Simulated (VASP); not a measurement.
# Ti4C3 (Pm-3m) in VASP: notebook

Ti4C3 is run at these levels: PBE; tasks: single point.

Everything below comes from runs of VASP 6.6.1. Logs are shortened: lines on timing, memory, paths and dates and some standing lists are left out, and cuts for length are marked.

## 1. The cell of the first run

It takes space group Pm-3m (No. 221, cubic). Conventional cell: a = 4.310 Å, b = 4.310 Å, c = 4.310 Å, α = 90.00°, β = 90.00°, γ = 90.00°. Ti (site symmetry m-3m) has 6 C at 2.16 Å within 2.9 Å. Within 2.9 Å of Ti (site symmetry 4/mmm) lie 4 C at 2.16 Å. Within 2.9 Å of C (site symmetry 4/mmm) lie 6 Ti at 2.16 Å.

The cell was generated, and may not be a known phase.

## 2. Single point, PBE

Input file INCAR:

```
PREC = Accurate
ENCUT = 520
EDIFF = 1E-7
ISMEAR = 0
SIGMA = 0.1
LREAL = False
LASPH = True
NELM = 100
ALGO = Normal
ISIF = 2
LWAVE = False
LCHARG = True
GGA = PE
LELF = True
LVHAR = True
NBANDS = 39
```

Input file KPOINTS:

```
Automatic mesh
0
Gamma
  4 4 4
```

Input file POSCAR:

```
Ti4C3
1.0
    4.3103396498      0.0000000000      0.0000000000
    0.0000000000      4.3103396498      0.0000000000
    0.0000000000      0.0000000000      4.3103396498
Ti C
4 3
Direct
    0.0000000000      0.0000000000      0.0000000000
    0.0000000000      0.5000000000      0.5000000000
    0.5000000000      0.0000000000      0.5000000000
    0.5000000000      0.5000000000      0.0000000000
    0.5000000000      0.0000000000      0.0000000000
    0.0000000000      0.5000000000      0.0000000000
    0.0000000000      0.0000000000      0.5000000000
```

Potentials or basis: VASP PAW PBE potentials, release 64 (Ti_sv, C).

Run with:

```console
cat potpaw_PBE.64/Ti_sv/POTCAR potpaw_PBE.64/C/POTCAR > POTCAR
mpirun -np 1 vasp_std > vasp.out
```

OUTCAR:

```text
PREC = Accurate
   ENCUT = 520
   EDIFF = 1E-7
   ISMEAR = 0
   LREAL = False
   LASPH = True
   NELM = 100
   ISIF = 2
   GGA = PE

 ion  position               nearest neighbor table
   1  0.000  0.000  0.000-   5 2.16   6 2.16   7 2.16   7 2.16   6 2.16   5 2.16
   2  0.000  0.500  0.500-   6 2.16   7 2.16   6 2.16   7 2.16
   3  0.500  0.000  0.500-   5 2.16   7 2.16   5 2.16   7 2.16
   4  0.500  0.500  0.000-   5 2.16   6 2.16   5 2.16   6 2.16
   5  0.500  0.000  0.000-   1 2.16   3 2.16   4 2.16   3 2.16   4 2.16   1 2.16
   6  0.000  0.500  0.000-   1 2.16   2 2.16   4 2.16   2 2.16   1 2.16   4 2.16
   7  0.000  0.000  0.500-   1 2.16   2 2.16   3 2.16   1 2.16   2 2.16   3 2.16

  LATTYP: Found a simple cubic cell.
 ALAT       =     4.3103396498

  Lattice vectors:

 A1 = (   4.3103396498,   0.0000000000,   0.0000000000)
 A2 = (   0.0000000000,   4.3103396498,   0.0000000000)
 A3 = (   0.0000000000,   0.0000000000,   4.3103396498)

Analysis of symmetry for initial positions (statically):
=====================================================================
 Subroutine PRICEL returns:
 Original cell was already a primitive cell.

 Routine SETGRP: Setting up the symmetry group for a
 simple cubic supercell.

 Subroutine GETGRP returns: Found 48 space group operations
 (whereof 48 operations were pure point group operations)
 out of a pool of 48 trial point group operations.

The static configuration has the point symmetry O_h .

Analysis of symmetry for dynamics (positions and initial velocities):
=====================================================================
 Subroutine PRICEL returns:
 Original cell was already a primitive cell.

 Routine SETGRP: Setting up the symmetry group for a
 simple cubic supercell.

 Subroutine GETGRP returns: Found 48 space group operations
 (whereof 48 operations were pure point group operations)
 out of a pool of 48 trial point group operations.

The dynamic configuration has the point symmetry O_h .

 Subroutine INISYM returns: Found 48 space group operations
 (whereof 48 operations are pure point group operations),
 and found     1 'primitive' translations

----------------------------------------------------------------------------------------

                                     Primitive cell

  volume of cell :      80.0819

  direct lattice vectors                    reciprocal lattice vectors
     4.310339650  0.000000000  0.000000000     0.232000279  0.000000000  0.000000000
     0.000000000  4.310339650  0.000000000     0.000000000  0.232000279  0.000000000
     0.000000000  0.000000000  4.310339650     0.000000000  0.000000000  0.232000279

  length of vectors
     4.310339650  4.310339650  4.310339650     0.232000279  0.232000279  0.232000279

  position of ions in fractional coordinates (direct lattice)
     0.000000000  0.000000000  0.000000000
     0.000000000  0.500000000  0.500000000
     0.500000000  0.000000000  0.500000000
     0.500000000  0.500000000  0.000000000
     0.500000000  0.000000000  0.000000000
     0.000000000  0.500000000  0.000000000
     0.000000000  0.000000000  0.500000000

  ion indices of the primitive-cell ions
   primitive index   ion index
                 1           1
                 2           2
                 3           3
                 4           4
                 5           5
                 6           6
                 7           7

----------------------------------------------------------------------------------------

 KPOINTS: Automatic mesh

Automatic generation of k-mesh.
 Grid dimensions read from file:
 generate k-points for:    4    4    4

 Generating k-lattice:

  Cartesian coordinates                     Fractional coordinates (reciprocal lattice)
     0.058000070  0.000000000  0.000000000     0.250000000  0.000000000  0.000000000
     0.000000000  0.058000070  0.000000000     0.000000000  0.250000000  0.000000000
     0.000000000  0.000000000  0.058000070     0.000000000  0.000000000  0.250000000

  Length of vectors
     0.058000070  0.058000070  0.058000070

  Shift w.r.t. Gamma in fractional coordinates (k-lattice)
     0.000000000  0.000000000  0.000000000

 Subroutine IBZKPT returns following result:
 ===========================================

 Found     10 irreducible k-points:

 Following reciprocal coordinates:
            Coordinates               Weight
  0.000000  0.000000  0.000000      1.000000
  0.250000  0.000000  0.000000      6.000000
  0.500000  0.000000  0.000000      3.000000
  0.250000  0.250000  0.000000     12.000000
  0.500000  0.250000  0.000000     12.000000
  0.500000  0.500000  0.000000      3.000000
  0.250000  0.250000  0.250000      8.000000
  0.500000  0.250000  0.250000     12.000000
  0.500000  0.500000  0.250000      6.000000
  0.500000  0.500000  0.500000      1.000000
   k-points           NKPTS =     10   k-points in BZ     NKDIM =     10   number of bands    NBANDS=     39
   number of dos      NEDOS =    301   number of ions     NIONS =      7
   total plane-waves  NPLWV =  32768
   dimension x,y,z NGX =    32 NGY =   32 NGZ =   32
   dimension x,y,z NGXF=    64 NGYF=   64 NGZF=   64
   ions per type =               4   3
   NGX,Y,Z   is equivalent  to a cutoff of  12.34, 12.34, 12.34 a.u.
   NGXF,Y,Z  is equivalent  to a cutoff of  24.68, 24.68, 24.68 a.u.
 SYSTEM =  unknown system
   PREC   = accura    normal or accurate (medium, high low for compatibility)
   ISTART =      0    job   : 0-new  1-cont  2-samecut
   ICHARG =      2    charge: 1-file 2-atom 10-const
   ISPIN  =      1    spin polarized calculation?
   LNONCOLLINEAR =      F non collinear calculations
   LSORBIT =      F    spin-orbit coupling
   LASPH  =      T    aspherical Exc in radial PAW
   ENCUT  =  520.0 eV  38.22 Ry    6.18 a.u.   8.01  8.01  8.01*2*pi/ulx,y,z
   NELM   =    100;   NELMIN=  2; NELMDL= -5     # of ELM steps
   EDIFF  = 0.1E-06   stopping-criterion for ELM
   LREAL  =      F    real-space projection
   EDIFFG = 0.1E-05   stopping-criterion for IOM
   NSW    =      0    number of steps for IOM
   IBRION =     -1    ionic relax: 0-MD 1-quasi-New 2-CG
   NFREE  =      0    steps in history (QN), initial steepest desc. (CG)
   ISIF   =      2    stress and relaxation
   ISYM   =      2    0-nonsym 1-usesym 2-fastsym
   POTIM  = 0.5000    time-step for ionic-motion
   TEBEG  =    0.0;   TEEND  =   0.0 temperature during run
   PSTRESS=    0.0 pullay stress
   NELECT =      60.0000    total number of electrons
   NUPDOWN=      -1.0000    fix difference up-down
   EMIN   =  10.00;   EMAX   =-10.00  energy-range for DOS
   EFERMI =   0.00;   METHOD = LEGACY
   ISMEAR =     0;   SIGMA  =   0.10  broadening in eV -4-tet -1-fermi 0-gaus
   EFERMI_NEDOS =   21; number of points for ismear=-14 and -15
   IALGO  =     38    algorithm
   IMIX   =      4    mixing-type and parameters
     AMIX     =   0.40;   BMIX     =  1.00
     AMIX_MAG =   1.60;   BMIX_MAG =  1.00
  volume/ion in A,a.u.               =      11.44        77.20
  Fermi-wavevector in a.u.,A,eV,Ry     =   1.486895  2.809825 30.080549  2.210858
  Thomas-Fermi vector in A             =   2.600124
   LORBIT       =      0    0 simple, 1 ext, 2 COOP (PROOUT), +10 PAW based schemes
   GGA     = PE    functional components
   LHFCALC =     F    Hartree Fock is set to
   AEXX    =    0.0000 exact exchange contribution
   IVDW    =     0    specifies the selected vdW correction
   LEPSILON=     F    determine dielectric tensor
   LRPA    =     F    only Hartree local field effects (RPA)
 non-spin polarized calculation
 Gauss-broadening in eV      SIGMA  =   0.10
  energy-cutoff  :      520.00
  volume of cell :       80.08
 maximum number of plane-waves:      2176
   NGX = 17   NGY = 17   NGZ = 17

 number of electron      60.0000000 magnetization

 Free energy of the ion-electron system (eV)
  ---------------------------------------------------
  ext. energy  EPLUGINS =         0.00000000
  ---------------------------------------------------
  free energy    TOTEN  =       -63.96862303 eV

  energy without entropy =      -63.96367720  energy(sigma->0) =      -63.96615012

 E-fermi :   9.0165     XC(G=0): -12.2943

 val. band max:        8.9296281535   @ k =   0.5000   0.5000   0.2500
 cond. band min:       9.0781682264   @ k =   0.5000   0.5000   0.5000
 fundamental gap:      0.1485400729
 Fermi energy:         9.0165495993

 k-point     1 :       0.0000    0.0000    0.0000
  band No.  band energies     occupation
      1     -47.7841      2.00000
      2     -47.7018      2.00000
      3     -47.7018      2.00000
      4     -47.5716      2.00000
      5     -24.2244      2.00000
      6     -24.2244      2.00000
[... 31 lines left out ...]
     38      11.5723      0.00000
     39      11.7720      0.00000

 k-point     2 :       0.2500    0.0000    0.0000
  band No.  band energies     occupation
      1     -47.7717      2.00000
      2     -47.7115      2.00000
      3     -47.7017      2.00000
      4     -47.5743      2.00000
      5     -24.1874      2.00000
      6     -24.1874      2.00000
[... 31 lines left out ...]
     38      11.5460      0.00000
     39      12.2391      0.00000

 k-point     3 :       0.5000    0.0000    0.0000
  band No.  band energies     occupation
      1     -47.7502      2.00000
      2     -47.7304      2.00000
      3     -47.7017      2.00000
      4     -47.5770      2.00000
      5     -24.1218      2.00000
      6     -24.1218      2.00000
[... 244 lines left out ...]
 k-point     9 :       0.5000    0.5000    0.2500
  band No.  band energies     occupation
      1     -47.7258      2.00000
      2     -47.7258      2.00000
      3     -47.7258      2.00000
      4     -47.5813      2.00000
      5     -24.2424      2.00000
      6     -24.2165      2.00000
[... 31 lines left out ...]
     38      11.7687      0.00000
     39      11.7687      0.00000

 k-point    10 :       0.5000    0.5000    0.5000
  band No.  band energies     occupation
      1     -47.7257      2.00000
      2     -47.7257      2.00000
      3     -47.7257      2.00000
      4     -47.5812      2.00000
      5     -24.2885      2.00000
      6     -24.2684      2.00000
[... 31 lines left out ...]
     38      11.9534      0.00000
     39      11.9534      0.00000

------------------------ aborting loop because EDIFF is reached ----------------------------------------

  FORCE on cell =-STRESS in cart. coord.  units (eV):
  Direction    XX          YY          ZZ          XY          YZ          ZX
  --------------------------------------------------------------------------------------
  -------------------------------------------------------------------------------------
  Total        0.0230839      0.0230839      0.0230839      0.0000000      0.0000000     -0.0000000
  in kB        0.4618328      0.4618328      0.4618328      0.0000000      0.0000000     -0.0000000
  external PRESSURE =       0.4618328 kB  Pullay stress =       0.0000000 kB

 VOLUME and BASIS-vectors are now :
 -----------------------------------------------------------------------------
  energy-cutoff  :      520.00
  volume of cell :       80.08
      direct lattice vectors                 reciprocal lattice vectors
     4.310339650  0.000000000  0.000000000     0.232000279  0.000000000  0.000000000
     0.000000000  4.310339650  0.000000000     0.000000000  0.232000279  0.000000000
     0.000000000  0.000000000  4.310339650     0.000000000  0.000000000  0.232000279

 POSITION                                       TOTAL-FORCE (eV/Angst)
 -----------------------------------------------------------------------------------
      0.00000      0.00000      0.00000         0.000000      0.000000      0.000000
      0.00000      2.15517      2.15517         0.000000      0.000000      0.000000
      2.15517      0.00000      2.15517         0.000000      0.000000      0.000000
      2.15517      2.15517      0.00000         0.000000      0.000000      0.000000
      2.15517      0.00000      0.00000         0.000000      0.000000      0.000000
      0.00000      2.15517      0.00000         0.000000      0.000000      0.000000
      0.00000      0.00000      2.15517         0.000000      0.000000      0.000000
 -----------------------------------------------------------------------------------
    total drift:                                0.000000     -0.000000     -0.000000

  FREE ENERGIE OF THE ION-ELECTRON SYSTEM (eV)
  ---------------------------------------------------
  free  energy   TOTEN  =       -63.9686230307 eV

  energy  without entropy=      -63.9636772001  energy(sigma->0) =      -63.96615012
```

Wall time 33 s (1 thread of Intel Xeon 8259CL, shared host); peak memory 0.18 GiB.

What came out:

```
Free energy            : -63.9686 eV
Pressure               : 0.0 GPa
Band gap on the k mesh : zero (bands 30 and 31 overlap by 1.14 eV)
```

Levels at points of the mesh, in eV from the Fermi level:
```tsv
k point	band 27	band 28	band 29	band 30	band 31	band 32	band 33	band 34
(0.00, 0.00, 0.00)	-0.18	-0.18	-0.18	0.59	0.59	0.59	0.87	0.87
(0.50, 0.00, 0.00)	-1.69	-0.77	-0.62	-0.55	-0.55	1.04	1.04	1.41
(0.50, 0.50, 0.00)	-2.77	-2.72	-0.85	-0.47	0.55	0.55	1.96	1.99
(0.50, 0.50, 0.50)	-3.07	-3.07	0.06	0.06	0.06	0.10	2.73	2.73
```

Caveat: the k points lie up to 0.36 Å⁻¹ apart, too coarse for converged energies and pressures of a metal.

## 3. Single point, PBE

This run uses another cell than the first one, of 14.92 Å³/atom.

Input file INCAR:

```
ALGO = Normal
EDIFF = 1E-6
ENCUT = 520
GGA = PE
ISIF = 2
ISMEAR = 0
LASPH = True
LCHARG = True
LELF = True
LREAL = False
LVHAR = True
LWAVE = False
NBANDS = 39
NELM = 60
PREC = Accurate
SIGMA = 0.1
```

Input file KPOINTS:

```
k-points
0
Gamma
  4 4 4
```

POSCAR, as its differences from that of step 2:

```diff
@@ -2,5 +2,5 @@
 1.0
-    4.3103396498      0.0000000000      0.0000000000
-    0.0000000000      4.3103396498      0.0000000000
-    0.0000000000      0.0000000000      4.3103396498
+    4.7090676800      0.0000000000      0.0000000000
+    0.0000000000      4.7090676800      0.0000000000
+    0.0000000000      0.0000000000      4.7090676800
 Ti C
```

Potentials or basis: VASP PAW PBE potentials, release 64 (Ti_sv, C).

Run with:

```console
cat potpaw_PBE.64/Ti_sv/POTCAR potpaw_PBE.64/C/POTCAR > POTCAR
mpirun -np 1 vasp_std > vasp.out
```

Run time: 57 s. Hardware: 1 thread of Intel Xeon 8259CL, shared host; peak memory 0.21 GiB.

Results (log left out):

* Free energy: -60.7932 eV
* Pressure: -33.4 GPa
* Band gap on the k mesh: zero (bands 30 and 31 overlap by 0.82 eV)

Levels at points of the mesh, in eV from the Fermi level:
| k point | band 27 | band 28 | band 29 | band 30 | band 31 | band 32 | band 33 | band 34 |
| --- | --- | --- | --- | --- | --- | --- | --- | --- |
| (0.00, 0.00, 0.00) | -0.28 | -0.28 | -0.28 | 0.46 | 0.46 | 0.46 | 0.64 | 0.64 |
| (0.50, 0.00, 0.00) | -1.24 | -0.45 | -0.45 | -0.40 | -0.36 | 0.76 | 0.76 | 0.95 |
| (0.50, 0.50, 0.00) | -2.09 | -2.07 | -0.65 | -0.30 | 0.37 | 0.37 | 1.36 | 1.43 |
| (0.50, 0.50, 0.50) | -2.31 | -2.31 | -0.03 | 0.04 | 0.04 | 0.04 | 1.85 | 1.85 |

Caveat: the cell stands under tension.

The gap in the log of VASP goes by the Fermi energy; the results here count the filled bands.